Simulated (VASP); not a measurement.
Y3Mg2I2:

```
CELL_PARAMETERS angstrom
5.05148 0.00000 0.00000
-2.52574 4.37471 0.00000
0.00000 0.00000 10.54606
ATOMIC_POSITIONS crystal
Y 0.00000 0.00000 0.35985
Y 0.00000 0.00000 0.64015
Y 0.00000 0.00000 0.00000
Mg 0.33333 0.66667 0.50000
Mg 0.66667 0.33333 0.50000
I 0.33333 0.66667 0.00000
I 0.66667 0.33333 0.00000
```

The cell was generated, and may not be a known phase.

```yaml
Program: VASP 6.6.1
Task: relaxation of cell and atoms
Functional: PBE
Potentials_or_basis: VASP PAW PBE potentials, release 64 (Y_sv, Mg, I)
Cutoff: 600 eV
k_mesh: 6 × 6 × 2
Occupations: gaussian, width 0.1 eV
Spin: no spin polarisation
```

At the start: pressure 10.1 GPa; volume 33.29 Å³/atom.

Question: How do energy, volume and symmetry change on relaxing?

Answer: Over 9 steps the energy falls by 279.0 meV/atom and the volume is 39.56 Å³/atom (+18.8 %); space group P6/mmm (No. 191, to 0.1 Å) before and after.

The path:
```csv
step,energy change (eV),largest force (eV/Å),pressure (GPa),volume (Å³)
1,0.0000,1.2675,10.13,233.05
2,-1.7013,0.0968,-2.17,310.11
3,-1.9010,0.3551,-0.15,285.56
4,-1.9015,0.3409,-0.28,286.76
5,-1.9206,0.2876,-0.22,284.43
6,-1.9516,0.1018,0.01,277.46
7,-1.9523,0.0576,0.06,276.04
8,-1.9523,0.0645,0.05,276.26
9,-1.9530,0.0057,-0.01,276.94
```

Final structure:
```
Y Mg I
1.0
     5.57156    0.00000    0.00000
    -2.78578    4.82511    0.00000
     0.00000    0.00000   10.30168
Y Mg I
3 2 2
Direct
  0.00000 0.00000 0.34834
  0.00000 0.00000 0.65166
  0.00000 0.00000 0.00000
  0.33333 0.66667 0.50000
  0.66667 0.33333 0.50000
  0.33333 0.66667 0.00000
  0.66667 0.33333 0.00000
```

Caveat: the volume moved by over 15 % at a fixed basis, so the end points are rough; an odd number of electrons without spin polarisation forces a metal; a magnetic or distorted state may lie lower.
